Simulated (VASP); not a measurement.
# CaZn8Ag8 in VASP: notebook

Runs on CaZn8Ag8. Level: PBE+D3(BJ). Tasks: single point.

All numbers are computed with VASP 6.6.1; they aren't measurements. Logs are shortened: lines on timing, memory, paths and dates and some standing lists are left out, and cuts for length are marked.

## 1. The cell of the first run

The cell holds a slab with vacuum, 17 atoms: a = 6.285 Å, b = 6.285 Å, c = 16.714 Å, α = 90.00°, β = 90.00°, γ = 90.00°.

## 2. Single point, PBE+D3(BJ)

Input file INCAR:

```
PREC = Accurate
ENCUT = 520
EDIFF = 1E-6
ISMEAR = -1
SIGMA = 0.15
LREAL = Auto
LASPH = True
NELM = 80
ALGO = Normal
ISIF = 2
LWAVE = False
LCHARG = False
GGA = PE
IVDW = 12
NBANDS = 111
```

Input file KPOINTS:

```
regular mesh
0
Gamma
  2 2 1
```

Input file POSCAR:

```
CaZn8Ag8
1.0
    6.2846720000      0.0000000000      0.0000000000
    0.0000000000      6.2846720000      0.0000000000
    0.0000000000      0.0000000000     16.7135040000
Zn Ag Ca
8 8 1
Direct
    0.2938259944      0.2800623485      0.1536601780
    0.3149408593      0.2223823296      0.3782988893
    0.2833083413      0.8135030754      0.1684206974
    0.2620661826      0.7577006405      0.3492804381
    0.7680591764      0.3089580490      0.1670924302
    0.8618906444      0.3846660574      0.3879138689
    0.7950136459      0.7625855415      0.1566816869
    0.8060245626      0.7613603383      0.3440212178
    0.0000000000      0.0000000000      0.0598318581
    0.0549113780      0.0881987159      0.2878450862
    0.0000000000      0.4999942718      0.0598318581
    0.0468759547      0.5274738284      0.2412300856
    0.4999942718      0.0000000000      0.0598318581
    0.5511504817      0.0175347258      0.2705656456
    0.4999942718      0.4999942718      0.0598318581
    0.5085229587      0.4545662844      0.2732221801
    0.5406646520      0.5751135461      0.4784514366
```

Potentials or basis: VASP PAW PBE potentials, release 64 (Zn, Ag, Ca_sv).

On the command line:

```
cat potpaw_PBE.64/Zn/POTCAR potpaw_PBE.64/Ag/POTCAR potpaw_PBE.64/Ca_sv/POTCAR > POTCAR
mpirun -np 1 vasp_std > vasp.out
```

OUTCAR:

```text
PREC = Accurate
   ENCUT = 520
   EDIFF = 1E-6
   ISMEAR = -1
   LREAL = Auto
   LASPH = True
   NELM = 80
   ISIF = 2
   GGA = PE
   IVDW = 12
 IVDW          = 12

 ion  position               nearest neighbor table
   1  0.294  0.280  0.154-  15 2.46  12 2.64  16 2.65  13 2.69  11 2.79   3 2.94  10 2.96   5 2.99
                             9 2.99  14 3.03
   2  0.315  0.222  0.378-  10 2.38  16 2.59  14 2.67   4 2.98   6 3.03
   3  0.283  0.814  0.168-  13 2.55  12 2.63  14 2.72   9 2.80   1 2.94  10 3.00  15 3.01   4 3.05
                            16 3.19  11 3.22
   4  0.262  0.758  0.349-  10 2.66  12 2.68  16 2.76  14 2.77   8 2.87   2 2.98  17 3.01   3 3.05

   5  0.768  0.309  0.167-  12 2.55  16 2.58  11 2.60  15 2.74   7 2.86  14 2.86   1 2.99   9 3.02
                            10 3.04  13 3.13
   6  0.862  0.385  0.388-   8 2.50  10 2.78  17 2.79  12 2.86  16 2.97   2 3.03
   7  0.795  0.763  0.157-   9 2.55  12 2.59  11 2.65   5 2.86  13 2.88  14 2.92  15 2.96  16 3.28

   8  0.806  0.761  0.344-   6 2.50  14 2.58  12 2.72  10 2.75   4 2.87  16 2.93  17 3.03
   9  0.000  0.000  0.060-   7 2.55   3 2.80   1 2.99   5 3.02  11 3.14  13 3.14  11 3.14  13 3.14

  10  0.055  0.088  0.288-   2 2.38   4 2.66   8 2.75   6 2.78  12 2.87   1 2.96   3 3.00   5 3.04
                            14 3.16  14 3.21
  11  0.000  0.500  0.060-   5 2.60   7 2.65   1 2.79  12 3.05   9 3.14  15 3.14   9 3.14  15 3.14
                             3 3.22
  12  0.047  0.527  0.241-   5 2.55   7 2.59   3 2.63   1 2.64   4 2.68   8 2.72   6 2.86  10 2.87
                            16 2.99  11 3.05  16 3.46
  13  0.500  0.000  0.060-   3 2.55   1 2.69   7 2.88   5 3.13   9 3.14  15 3.14   9 3.14  15 3.14
                            14 3.54
  14  0.551  0.018  0.271-   8 2.58   2 2.67   3 2.72  16 2.76   4 2.77   5 2.86   7 2.92   1 3.03
                            10 3.16  10 3.21  13 3.54  16 3.55
  15  0.500  0.500  0.060-   1 2.46   5 2.74   7 2.96   3 3.01  11 3.14  13 3.14  11 3.14  13 3.14
                            16 3.58
  16  0.509  0.455  0.273-   5 2.58   2 2.59   1 2.65  14 2.76   4 2.76   8 2.93   6 2.97  12 2.99
                             3 3.19   7 3.28  12 3.46  14 3.55  15 3.58
  17  0.541  0.575  0.478-   6 2.79   4 3.01   8 3.03

  LATTYP: Found a simple tetragonal cell.
 ALAT       =     6.2846720000
 C/A-ratio  =     2.6594075236

  Lattice vectors:

 A1 = (   6.2846720000,   0.0000000000,   0.0000000000)
 A2 = (   0.0000000000,   6.2846720000,   0.0000000000)
 A3 = (   0.0000000000,   0.0000000000,  16.7135040000)

Analysis of symmetry for initial positions (statically):
=====================================================================
 Subroutine PRICEL returns:
 Original cell was already a primitive cell.

 Routine SETGRP: Setting up the symmetry group for a
 simple tetragonal supercell.
[... 138 lines left out ...]
   PSTRESS=    0.0 pullay stress
   NELECT =     194.0000    total number of electrons
   NUPDOWN=      -1.0000    fix difference up-down
   EMIN   =  10.00;   EMAX   =-10.00  energy-range for DOS
   EFERMI =   0.00;   METHOD = LEGACY
   ISMEAR =    -1;   SIGMA  =   0.15  broadening in eV -4-tet -1-fermi 0-gaus
   EFERMI_NEDOS =   21; number of points for ismear=-14 and -15
   IALGO  =     38    algorithm
   IMIX   =      4    mixing-type and parameters
     AMIX     =   0.40;   BMIX     =  1.00
     AMIX_MAG =   1.60;   BMIX_MAG =  1.00
  volume/ion in A,a.u.               =      38.83       262.05
  Fermi-wavevector in a.u.,A,eV,Ry     =   1.088423  2.056822 16.118349  1.184665
  Thomas-Fermi vector in A             =   2.224604
   LORBIT       =      0    0 simple, 1 ext, 2 COOP (PROOUT), +10 PAW based schemes
   GGA     = PE    functional components
   LHFCALC =     F    Hartree Fock is set to
   AEXX    =    0.0000 exact exchange contribution
   IVDW    =    12    specifies the selected vdW correction
   LEPSILON=     F    determine dielectric tensor
   LRPA    =     F    only Hartree local field effects (RPA)
 non-spin polarized calculation
  energy-cutoff  :      520.00
  volume of cell :      660.13
 maximum number of plane-waves:     17795
 NGX is ok and might be reduce to    48
   NGX = 23   NGY = 23   NGZ = 63

 number of electron     194.0000012 magnetization

 Free energy of the ion-electron system (eV)
  ---------------------------------------------------
  ext. energy  EPLUGINS =         0.00000000
  ---------------------------------------------------
  free energy    TOTEN  =       -28.42932527 eV

  energy without entropy =      -27.94862900  energy(sigma->0) =      -28.18897713

 E-fermi :   0.6520     XC(G=0):  -6.3246

 val. band max:        0.6008717893   @ k =   0.0000   0.5000   0.0000
 cond. band min:       0.7138153311   @ k =   0.5000   0.0000   0.0000
 fundamental gap:      0.1129435418
 Fermi energy:         0.6519571175

 k-point     1 :       0.0000    0.0000    0.0000
  band No.  band energies     occupation
      1     -41.7681      2.00000
      2     -22.7963      2.00000
      3     -22.7882      2.00000
      4     -22.7552      2.00000
      5      -7.5638      2.00000
      6      -6.8828      2.00000
[... 437 lines left out ...]
    108       3.5079      0.00000
    109       3.5996      0.00000
 [bands above 109 left out]

------------------------ aborting loop because EDIFF is reached ----------------------------------------

 Edisp (eV)   -5.45929

 E8    (eV) :    -2.4553

  FORCE on cell =-STRESS in cart. coord.  units (eV):
  Direction    XX          YY          ZZ          XY          YZ          ZX
  --------------------------------------------------------------------------------------
  -------------------------------------------------------------------------------------
  Total      -7.93758    -7.19279    -0.11599     0.45037    -1.06238    -1.68374
  in kB     -19.26487   -17.45723    -0.28152     1.09306    -2.57844    -4.08652
  external pressure =      -12.33 kB  Pullay stress =        0.00 kB

 VOLUME and BASIS-vectors are now :
 -----------------------------------------------------------------------------
  energy-cutoff  :      520.00
  volume of cell :      660.13
      direct lattice vectors                 reciprocal lattice vectors
     6.284672000  0.000000000  0.000000000     0.159117294  0.000000000  0.000000000
     0.000000000  6.284672000  0.000000000     0.000000000  0.159117294  0.000000000
     0.000000000  0.000000000 16.713504000     0.000000000  0.000000000  0.059831858

 POSITION                                       TOTAL-FORCE (eV/Angst)
 -----------------------------------------------------------------------------------
      1.84660      1.76010      2.56820        -0.576299     -0.834316      0.047151
      1.97930      1.39760      6.32270         0.442826      0.441590      1.191341
      1.78050      5.11260      2.81490        -0.139685     -0.204259     -0.199611
      1.64700      4.76190      5.83770         0.001087      0.000160      0.142372
      4.82700      1.94170      2.79270        -0.216115     -1.092293     -0.676963
      5.41670      2.41750      6.48340         0.701633     -0.687887     -0.389082
[... 9 lines left out ...]
      3.19590      2.85680      4.56650         0.094287      1.011474      0.194607
      3.39790      3.61440      7.99660        -0.482922      0.192188     -0.039898
 -----------------------------------------------------------------------------------
    total drift:                                0.005704     -0.001583      0.006987

  FREE ENERGIE OF THE ION-ELECTRON SYSTEM (eV)
  ---------------------------------------------------
  free  energy   TOTEN  =       -33.8886176307 eV

  energy  without entropy=      -33.4079213640  energy(sigma->0) =      -33.64826950
```

stdout:

```text
POSCAR found type information on POSCAR ZnAgCa
 POSCAR found :  3 types and      17 ions
 scaLAPACK will be used
 LDA part: xc-table for (Slater+PW92), standard interpolation
 POSCAR, INCAR and KPOINTS ok, starting setup
 FFT: planning ... GRIDC
 FFT: planning ... GRID_SOFT
 FFT: planning ... GRID
 WAVECAR not read
 entering main loop
```

Run time: 7.7 min. Hardware: 1 thread of Intel Xeon Platinum 8488C (Sapphire Rapids), shared host; peak memory 0.72 GiB.

Results:

- Free energy: -33.8886 eV
- Largest force: 1.724 eV/Å
- Band gap on the k mesh: zero (band 97 reaches 1.50 eV, above the bottom of band 98 at 0.60 eV)
- Dispersion energy per atom: -0.321 eV

Forces in eV/Å, atoms in the order of the input:
```
Zn  -0.576 -0.834  0.047
Zn   0.443  0.442  1.191
Zn  -0.140 -0.204 -0.200
Zn   0.001  0.000  0.142
Zn  -0.216 -1.092 -0.677
Zn   0.702 -0.688 -0.389
Zn  -0.830  0.429  0.104
Zn   0.166  0.282  0.031
Ag   0.206  0.506  0.337
Ag  -1.257 -0.541 -1.049
Ag   0.382 -0.013  0.074
Ag   0.315  0.035  0.383
Ag   0.509  0.125  0.227
Ag   0.308 -0.294 -0.296
Ag   0.378  0.645 -0.081
Ag   0.094  1.011  0.195
Ca  -0.483  0.192 -0.040
```

Caveat: the k points lie up to 0.50 Å⁻¹ apart.

## 3. Single point, PBE+D3(BJ)

Input file INCAR:

```
SYSTEM = CaZn8Ag8
  PREC = Accurate
  ENCUT = 520
  EDIFF = 1E-7
  ISMEAR = -1
  SIGMA = 0.15
  LREAL = Auto
  LASPH = .TRUE.
  NELM = 100
  ALGO = Normal
  ISIF = 2
  LWAVE = .FALSE.
  LCHARG = .FALSE.
  GGA = PE
  IVDW = 12
  NBANDS = 111
```

Input file KPOINTS:

```
Automatic mesh
0
G
  2 2 1
  0 0 0
```

Input file POSCAR:

```
CaZn8Ag8
1.0
    6.2846720000      0.0000000000      0.0000000000
    0.0000000000      6.2846720000      0.0000000000
    0.0000000000      0.0000000000     16.7135040000
Zn Ag Ca
8 8 1
Direct
    0.2794417911      0.2643415599      0.1387201630
    0.3245038086      0.0799405283      0.4373349837
    0.2499414448      0.7400386209      0.1475333957
    0.2118805882      0.7996439591      0.3296555887
    0.7388134178      0.2570858113      0.1457145073
    0.8474268824      0.2658213507      0.3669846850
    0.7494742765      0.7348036620      0.1502617285
    0.8408712499      0.8100024950      0.3737097858
    0.0000000000      0.0000000000      0.0598318581
   -0.0043916373      0.0272090572      0.2356717059
    0.0000000000      0.4999942718      0.0598318581
   -0.0185371647      0.5219365466      0.2401531121
    0.4999942718      0.0000000000      0.0598318581
    0.5088571050      0.0633764181      0.2703203350
    0.4999942718      0.4999942718      0.0598318581
    0.5087616347      0.5617158700      0.2714631235
    0.4877740636      0.5462337573      0.4629789181
```

Potentials or basis: VASP PAW PBE potentials, release 64 (Zn, Ag, Ca_sv).

On the command line:

```
cat potpaw_PBE.64/Zn/POTCAR potpaw_PBE.64/Ag/POTCAR potpaw_PBE.64/Ca_sv/POTCAR > POTCAR
mpirun -np 1 vasp_std > vasp.out
```

Run time: 8.1 min. Hardware: 1 thread of Intel Xeon Platinum 8488C (Sapphire Rapids), shared host; peak memory 0.72 GiB.

It converged, with:

- Free energy: -34.3408 eV
- Largest force: 1.461 eV/Å
- Band gap on the k mesh: zero (band 97 reaches 1.15 eV, above the bottom of band 98 at 0.66 eV)
- Dispersion energy per atom: -0.318 eV

Forces on the atoms (eV/Å):
```
Zn  -0.771 -0.444  1.159
Zn   0.075 -0.020 -0.363
Zn   0.348  0.383  0.223
Zn   0.527 -0.365  0.565
Zn  -0.058 -0.064  0.256
Zn  -0.062 -0.032 -0.115
Zn  -0.627  0.858 -0.369
Zn  -0.648  0.020 -0.133
Ag  -0.068  0.014  0.099
Ag  -0.133  0.385 -0.175
Ag  -0.056 -0.099 -0.304
Ag   0.402 -0.693  0.742
Ag   0.244 -0.490  0.006
Ag   0.199 -0.023 -0.157
Ag   0.459  0.738 -0.730
Ag   0.256 -0.244 -0.112
Ca  -0.086  0.076 -0.593
```

Levels at points of the mesh, in eV from the Fermi level:
```csv
k point,band 93,band 94,band 95,band 96,band 97,band 98,band 99,band 100
"(0.00, 0.00, 0.00)",-1.66,-1.28,-0.97,-0.86,0.00,0.09,0.32,0.43
"(0.50, 0.00, 0.00)",-1.35,-1.28,-0.86,-0.58,-0.35,0.15,0.20,0.29
"(0.00, 0.50, 0.00)",-1.55,-1.27,-1.02,-0.52,-0.36,0.13,0.21,0.32
"(0.50, 0.50, 0.00)",-1.56,-0.99,-0.85,-0.72,0.58,0.96,1.13,1.39
```

Caveat: the k points lie up to 0.50 Å⁻¹ apart.
